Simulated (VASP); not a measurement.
# NiO (Fm-3m) in VASP: a series of runs, part 2 of 2

VASP 6.6.1. Earlier steps stand in the parts before.

## 3. Single point, PBE+U, collinear spin, ferromagnetic start (volume scaled by 1.03)

File INCAR:

```
ALGO     = Normal         # electronic algorithm
EDIFF    = 1E-6           # SCF threshold, eV
ENCUT    = 600            # plane-wave cutoff, eV
GGA      = PE             # functional
GGA_COMPAT= F            
ISIF     = 2              # what is computed and relaxed
ISMEAR   = 0              # smearing method
ISPIN    = 2              # spin polarisation
LASPH    = T              # aspherical terms in the spheres
LCHARG   = F              # write CHGCAR
LDAU     = T              # DFT+U
LDAUJ    = 0 0          
LDAUL    = 2 -1           # shell
LDAUPRINT= 1            
LDAUTYPE = 2            
LDAUU    = 6.2 0          # U, eV
LMAXMIX  = 4              # l up to which the mixer works
LORBIT   = 11             # projections on sites
LREAL    = F              # projectors in reciprocal space
LWAVE    = F              # write WAVECAR
MAGMOM   = 1.91 0.21      # initial moments
NBANDS   = 23             # bands
NELM     = 200            # most SCF steps
PREC     = Accurate       # precision mode
SIGMA    = 0.02           # smearing width, eV
```

File KPOINTS:

```
k-points
0
Gamma
  12 12 12
```

File POSCAR:

```
NiO
1.0
    0.0000000000      2.1548651263      2.1548651263
    2.1548651263      0.0000000000      2.1548651263
    2.1548651263      2.1548651263      0.0000000000
Ni O
1 1
Direct
    0.0000000000      0.0000000000      0.0000000000
    0.5000000000      0.5000000000      0.5000000000
```

Potentials or basis: VASP PAW PBE potentials, release 64 (Ni_sv_GW, O).

Started as:

```bash
$ cat potpaw_PBE.64/Ni_sv_GW/POTCAR potpaw_PBE.64/O/POTCAR > POTCAR
$ mpirun -np 1 vasp_std > vasp.out
```

OUTCAR:

```text
EDIFF = 1E-6
   ENCUT = 600
   GGA = PE
   ISIF = 2
   ISMEAR = 0
   ISPIN = 2
   LASPH = T
   LORBIT = 11
   LREAL = F
   NELM = 200
   PREC = Accurate

 ion  position               nearest neighbor table
   1  0.000  0.000  0.000-   2 2.15   2 2.15   2 2.15   2 2.15   2 2.15   2 2.15
   2  0.500  0.500  0.500-   1 2.15   1 2.15   1 2.15   1 2.15   1 2.15   1 2.15

  LATTYP: Found a face centered cubic cell.
 ALAT       =     4.3097302526

  Lattice vectors:

 A1 = (   0.0000000000,   2.1548651263,   2.1548651263)
 A2 = (   2.1548651263,   0.0000000000,   2.1548651263)
 A3 = (   2.1548651263,   2.1548651263,   0.0000000000)

Analysis of symmetry for initial positions (statically):
=====================================================================
 Subroutine PRICEL returns:
 Original cell was already a primitive cell.

 Routine SETGRP: Setting up the symmetry group for a
 face centered cubic supercell.

 Subroutine GETGRP returns: Found 48 space group operations
 (whereof 48 operations were pure point group operations)
 out of a pool of 48 trial point group operations.

The static configuration has the point symmetry O_h .

Analysis of symmetry for dynamics (positions and initial velocities):
=====================================================================
 Subroutine PRICEL returns:
 Original cell was already a primitive cell.

 Routine SETGRP: Setting up the symmetry group for a
 face centered cubic supercell.

 Subroutine GETGRP returns: Found 48 space group operations
 (whereof 48 operations were pure point group operations)
 out of a pool of 48 trial point group operations.
[... 185 lines left out ...]
  o =  0.9393  v =  1.0000  0.0000  0.0000  0.0000  0.0000  0.0000  0.0000  0.0000  0.0000  0.0000      0.0000  0.0000  0.0000  0.0000  0.0000  0.0000  0.0000  0.0000  0.0000  0.0000
  o =  0.9393  v =  0.0000  0.1162 -0.0000 -0.9932  0.0000  0.0000  0.0000  0.0000  0.0000  0.0000      0.0000  0.0000  0.0000  0.0000  0.0000  0.0000  0.0000  0.0000  0.0000  0.0000
  o =  0.9660  v =  0.0000 -0.0000 -0.7862  0.0000  0.6180  0.0000  0.0000  0.0000  0.0000  0.0000      0.0000  0.0000  0.0000  0.0000  0.0000  0.0000  0.0000  0.0000  0.0000  0.0000
  o =  0.9660  v =  0.0000 -0.0000 -0.6180  0.0000 -0.7862  0.0000  0.0000  0.0000  0.0000  0.0000      0.0000  0.0000  0.0000  0.0000  0.0000  0.0000  0.0000  0.0000  0.0000  0.0000

 number of electron      23.9999984 magnetization       2.0000194

 Free energy of the ion-electron system (eV)
  ---------------------------------------------------
  ext. energy  EPLUGINS =         0.00000000
  ---------------------------------------------------
  free energy    TOTEN  =       -10.24030951 eV

  energy without entropy =      -10.24030951  energy(sigma->0) =      -10.24030951

 E-fermi :   5.4738     XC(G=0): -12.4419

 val. band max:        5.0534130151   @ k =   0.5000   0.0000   0.0000
 cond. band min:       6.9083502838   @ k =   0.0000   0.0000   0.0000
 fundamental gap:      1.8549372688
 Fermi energy:         5.4737770278

 spin component 1

 k-point     1 :       0.0000    0.0000    0.0000
  band No.  band energies     occupation
      1     -98.9463      1.00000
      2     -59.3278      1.00000
      3     -59.3278      1.00000
      4     -59.3278      1.00000
      5     -13.2871      1.00000
      6      -0.4598      1.00000
[... 1241 lines left out ...]
     22      35.0791      0.00000
     23      35.4547      0.00000

 [... further k-points ...]
[... 5 lines left out ...]
  --------------------------------------------------------------------------------------
  -------------------------------------------------------------------------------------
  Total       -1.0603935     -1.0603935     -1.0603935      0.0000000      0.0000000      0.0000000
  in kB      -84.8960252    -84.8960252    -84.8960252      0.0000000      0.0000000      0.0000000
  external PRESSURE =     -84.8960252 kB  Pullay stress =       0.0000000 kB

 VOLUME and BASIS-vectors are now :
 -----------------------------------------------------------------------------
  energy-cutoff  :      600.00
  volume of cell :       20.01
      direct lattice vectors                 reciprocal lattice vectors
     0.000000000  2.154865126  2.154865126    -0.232033084  0.232033084  0.232033084
     2.154865126  0.000000000  2.154865126     0.232033084 -0.232033084  0.232033084
     2.154865126  2.154865126  0.000000000     0.232033084  0.232033084 -0.232033084

 POSITION                                       TOTAL-FORCE (eV/Angst)
 -----------------------------------------------------------------------------------
      0.00000      0.00000      0.00000        -0.000000     -0.000000     -0.000000
      2.15487      2.15487      2.15487         0.000000      0.000000      0.000000
 -----------------------------------------------------------------------------------
    total drift:                                0.000000     -0.000000     -0.000000

  FREE ENERGIE OF THE ION-ELECTRON SYSTEM (eV)
  ---------------------------------------------------
  free  energy   TOTEN  =       -10.2403095126 eV

  energy  without entropy=      -10.2403095126  energy(sigma->0) =      -10.24030951

 total charge

# of ion       s       p       d       f       tot
--------------------------------------------------
    1        2.154   6.200   7.694   0.007  16.055
    2        1.545   3.448   0.000   0.000   4.993
--------------------------------------------------
tot          3.699   9.648   7.694   0.007  21.048

 magnetization (x)

# of ion       s       p       d       f       tot
--------------------------------------------------
    1        0.010   0.011   1.778   0.001   1.800
    2        0.019   0.140   0.000   0.000   0.159
--------------------------------------------------
tot          0.029   0.151   1.778   0.001   1.959
```

OSZICAR:

```text
N       E                     dE             d eps       ncg     rms          rms(c)
DAV:   1     0.239985089681E+03    0.23999E+03   -0.13649E+04 10312   0.357E+03
DAV:   2    -0.761854220342E+00   -0.24075E+03   -0.22971E+03 10726   0.878E+02
DAV:   3    -0.117711815001E+02   -0.11009E+02   -0.10970E+02 10151   0.183E+02
DAV:   4    -0.119338524736E+02   -0.16267E+00   -0.16265E+00  8990   0.122E+01
DAV:   5    -0.119401257035E+02   -0.62732E-02   -0.62731E-02  8895   0.234E+00    0.154E+01
DAV:   6    -0.105899545036E+02    0.13502E+01   -0.34960E+01 11605   0.313E+02    0.115E+01
DAV:   7    -0.978162297289E+01    0.80833E+00   -0.94131E+00  9723   0.190E+02    0.362E+00
DAV:   8    -0.101374046841E+02   -0.35578E+00   -0.47588E-01 11046   0.263E+01    0.186E+00
DAV:   9    -0.102175489641E+02   -0.80144E-01   -0.26135E-01 12068   0.344E+01    0.816E-01
DAV:  10    -0.102374715026E+02   -0.19923E-01   -0.69947E-02 11554   0.850E+00    0.256E-01
DAV:  11    -0.102399699897E+02   -0.24985E-02   -0.15086E-03 10820   0.157E+00    0.102E-01
DAV:  12    -0.102401773533E+02   -0.20736E-03   -0.55173E-04 10456   0.765E-01    0.582E-02
DAV:  13    -0.102403036402E+02   -0.12629E-03   -0.91049E-05 10998   0.550E-01    0.167E-02
DAV:  14    -0.102403092373E+02   -0.55971E-05   -0.12255E-05 10445   0.176E-01    0.526E-03
DAV:  15    -0.102403095126E+02   -0.27538E-06   -0.58946E-07  4490   0.815E-02
   1 F= -.10240310E+02 E0= -.10240310E+02  d E =0.000000E+00  mag=     2.0000
```

Run time: 34 s. Hardware: 1 thread of Intel Xeon 6975P-C (Granite Rapids), shared host; peak memory 0.21 GiB.

What came out:

```yaml
Free_energy: -10.2403 eV
Pressure: -8.5 GPa
Band_gap_on_the_k_mesh: 1.85 eV, indirect (least direct gap 2.91 eV)
Net_moment: 2.00 μB per cell
Site_moments: Ni +1.80; O +0.16 μB
Valence_electrons_inside_the_program's_atomic_spheres: Ni 16.05; O 4.99
```

Levels at points of the mesh, in eV from the valence-band top:
Spin up:
```tsv
k point	band 11	band 12	band 13	band 14	band 15	band 16
(0.00, 0.00, 0.00)	-1.36	-1.36	-1.36	1.86	18.17	18.30
(0.50, 0.00, 0.00)	-2.92	0.00	0.00	6.14	10.02	14.04
(0.50, 0.50, 0.00)	-3.79	-2.61	-2.61	6.12	10.98	11.87
```
Spin down:
| k point | band 7 | band 8 | band 9 | band 10 | band 11 | band 12 | band 13 | band 14 | band 15 | band 16 |
| --- | --- | --- | --- | --- | --- | --- | --- | --- | --- | --- |
| (0.00, 0.00, 0.00) | -3.42 | -3.41 | -1.05 | -1.05 | -1.05 | 2.20 | 2.89 | 2.89 | 18.12 | 18.51 |
| (0.50, 0.00, 0.00) | -3.54 | -3.54 | -1.98 | -1.79 | -1.79 | 4.96 | 4.96 | 6.32 | 10.48 | 14.40 |
| (0.50, 0.50, 0.00) | -4.03 | -2.66 | -2.66 | -2.33 | -2.33 | 3.34 | 3.64 | 6.74 | 11.25 | 12.11 |

Eigenvalues of the final occupation matrices:
```csv
site,spin,trace,eigenvalues
site 1 d,1,4.75,0.94 0.94 0.94 0.97 0.97
site 1 d,2,2.97,0.09 0.09 0.93 0.93 0.93
```

Caveat: the cell differs from its parent crystal (volume scaled by 1.03); a cell with one magnetic atom can't hold antiferromagnetic order, which such compounds often take. A k mesh can miss the band edges.

## 4. Relaxation of cell and atoms, PBE+U, collinear spin, ferromagnetic start

File INCAR:

```
SYSTEM = NiO
ALGO     = Normal         ! electronic algorithm
EDIFF    = 1E-7           ! SCF threshold, eV
EDIFFG   = -0.005         ! ionic threshold
ENCUT    = 600            ! plane-wave cutoff, eV
GGA      = PE             ! functional
IBRION   = 2              ! ionic algorithm
ISIF     = 3              ! what is computed and relaxed
ISMEAR   = 0              ! smearing method
ISPIN    = 2              ! spin polarisation
LASPH    = .TRUE.         ! aspherical terms in the spheres
LCHARG   = .FALSE.        ! write CHGCAR
LDAU     = .TRUE.         ! DFT+U
LDAUJ    = 0 0          
LDAUL    = 2 -1           ! shell
LDAUPRINT= 1            
LDAUTYPE = 2            
LDAUU    = 6.2 0          ! U, eV
LMAXMIX  = 4              ! l up to which the mixer works
LORBIT   = 11             ! projections on sites
LREAL    = .FALSE.        ! projectors in reciprocal space
LWAVE    = .FALSE.        ! write WAVECAR
MAGMOM   = 1.91 0.21      ! initial moments
NELM     = 150            ! most SCF steps
NSW      = 100            ! ionic steps
PREC     = Accurate       ! precision mode
SIGMA    = 0.02           ! smearing width, eV
```

File KPOINTS:

```
k-points
0
G
  12 12 12
  0 0 0
```

File POSCAR:

```
NiO
1.0
    0.0000000000      2.1337376393      2.1337376393
    2.1337376393      0.0000000000      2.1337376393
    2.1337376393      2.1337376393      0.0000000000
Ni O
1 1
Direct
    0.0000000000      0.0000000000      0.0000000000
    0.5000000000      0.5000000000      0.5000000000
```

Potentials or basis: VASP PAW PBE potentials, release 64 (Ni, O).

Started as:

```bash
$ cat potpaw_PBE.64/Ni/POTCAR potpaw_PBE.64/O/POTCAR > POTCAR
$ mpirun -np 1 vasp_std > vasp.out
```

It took 1.8 min on 1 thread of Intel Xeon Platinum 8375C at 2.90GHz (Ice Lake), shared host; peak memory 0.17 GiB.

It converged, with:

```
Free energy                                           : -10.1708 eV
Relaxed volume                                        : 9.23 Å³/atom
Relaxed cell                                          : a = 2.966 Å, b = 2.966 Å, c = 2.966 Å, α = 60.00°, β = 60.00°, γ = 60.00°
Space group after relaxing (to 0.05 Å)                : Fm-3m (No. 225)
Energy gained by relaxing                             : 13.3 meV/atom
Ionic steps                                           : 3
Pressure after relaxing                               : 0.0 GPa
Band gap on the k mesh                                : 2.55 eV, indirect (least direct gap 3.19 eV)
Net moment                                            : 2.00 μB per cell
Site moments                                          : Ni +1.82; O +0.17 μB
Valence electrons inside the program's atomic spheres : Ni 8.97; O 5.02
```

The path:
```tsv
step	energy change (eV)	largest force (eV/Å)	pressure (GPa)	volume (Å³)
1	0.0000	0.0000	-8.41	19.43
2	-0.0208	0.0000	4.47	18.03
3	-0.0267	0.0000	0.01	18.46
```

Final structure:
```yaml
crystal:
  lattice:
    - [0.00000, 2.09753, 2.09753]
    - [2.09753, 0.00000, 2.09753]
    - [2.09753, 2.09753, 0.00000]
  atoms:
    - { symbol: Ni, position: [0.00000, 0.00000, 0.00000] }
    - { symbol: O, position: [0.50000, 0.50000, 0.50000] }
```

Levels at points of the mesh, in eV from the valence-band top:
Spin up:
| k point | band 5 | band 6 | band 7 | band 8 | band 9 | band 10 | band 11 | band 12 | band 13 |
| --- | --- | --- | --- | --- | --- | --- | --- | --- | --- |
| (0.00, 0.00, 0.00) | -5.00 | -5.00 | -1.37 | -1.37 | -1.37 | 2.66 | 17.84 | 17.84 | 17.84 |
| (0.50, 0.00, 0.00) | -4.50 | -4.50 | -3.10 | 0.00 | 0.00 | 6.72 | 11.03 | 14.93 | 14.93 |
| (0.50, 0.50, 0.00) | -5.10 | -4.19 | -4.19 | -2.72 | -2.72 | 6.98 | 11.49 | 11.86 | 17.61 |
Spin down:
| k point | band 4 | band 5 | band 6 | band 7 | band 8 | band 9 | band 10 | band 11 |
| --- | --- | --- | --- | --- | --- | --- | --- | --- |
| (0.00, 0.00, 0.00) | -4.00 | -1.03 | -1.03 | -1.03 | 2.55 | 2.55 | 3.01 | 18.10 |
| (0.50, 0.00, 0.00) | -4.02 | -2.21 | -1.95 | -1.95 | 4.85 | 4.85 | 6.90 | 11.49 |
| (0.50, 0.50, 0.00) | -3.11 | -3.11 | -2.40 | -2.40 | 2.99 | 3.42 | 7.62 | 11.77 |

Eigenvalues of the final occupation matrices:
| site | spin | trace | eigenvalues |
| --- | --- | --- | --- |
| site 1 d | 1 | 5.02 | 0.98 0.98 0.98 1.04 1.04 |
| site 1 d | 2 | 3.22 | 0.14 0.14 0.98 0.98 0.98 |

Caveat: a cell with one magnetic atom can't hold antiferromagnetic order, which such compounds often take. A k mesh can miss the band edges.

## 5. Overview

| task | potentials or basis | cell | second run | gap on the mesh (eV) | pressure (GPa) | moment (μB) |
| --- | --- | --- | --- | --- | --- | --- |
| single point | VASP PAW PBE potentials, release 64 (Ni_sv_GW, O) | a = 3.018 Å, angles 60.0°, 2 atoms | valence_matched | 2.00 | -3.7 | 2.00 |
| single point | VASP PAW PBE potentials, release 64 (Ni_sv_GW, O) | a = 3.047 Å, angles 60.0°, 2 atoms | valence_matched | 1.85 | -8.5 | 2.00 |
| relaxation of cell and atoms | VASP PAW PBE potentials, release 64 (Ni, O) | relaxed from a = 3.018 Å, angles 60.0°, 2 atoms | - | 2.55 | 0.0 | 2.00 |

Alike in all rows: level PBE+U; spin collinear, ferromagnetic start; Ni d U = 6.2 eV; k mesh 12 × 12 × 12; cutoff (eV) 600; smearing gaussian 0.02 eV.

Caveats: a cell with one magnetic atom can't hold antiferromagnetic order, which such compounds often take.

Total energies depend on the potentials used, so only differences within one code and one set of settings carry meaning.
